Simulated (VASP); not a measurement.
A run of VASP 6.6.1:

The input INCAR:

```
SYSTEM = WSe2
ALGO = Normal
EDIFF = 1E-8
ENCUT = 520
IBRION = 8
ISIF = 2
ISMEAR = 0
LASPH = .TRUE.
LCHARG = .FALSE.
LREAL = .FALSE.
LWAVE = .FALSE.
NELM = 60
NSW = 1
PREC = Accurate
SIGMA = 0.05
```

Contents of KPOINTS:

```
k-points
0
G
  9 9 2
  0 0 0
```

File POSCAR:

```
WSe2
1.0
    3.2473878100      0.0000000000      0.0000000000
   -1.6236939050      2.8123203394      0.0000000000
    0.0000000000      0.0000000000     16.6603124568
W Se
1 2
Direct
    0.0000000000      0.0000000000      0.0000000000
    0.3333333333      0.6666666667      0.0999280284
    0.3333333333      0.6666666667      0.9000719716
```

Potentials or basis: VASP PAW LDA potentials, release 64 (W_sv, Se).

Launch:

```console
$ cat potpaw_LDA.64/W_sv/POTCAR potpaw_LDA.64/Se/POTCAR > POTCAR
$ mpirun -np 1 vasp_std > vasp.out
```

Hardware: 1 thread of AMD EPYC 7R13, on a shared host.

Q: How long does it take, and how much memory?

A: Run time: 22 min on 1 thread of AMD EPYC 7R13, with other jobs on the host, peak memory 0.58 GiB. Counts: scf iterations 91, k points 24.
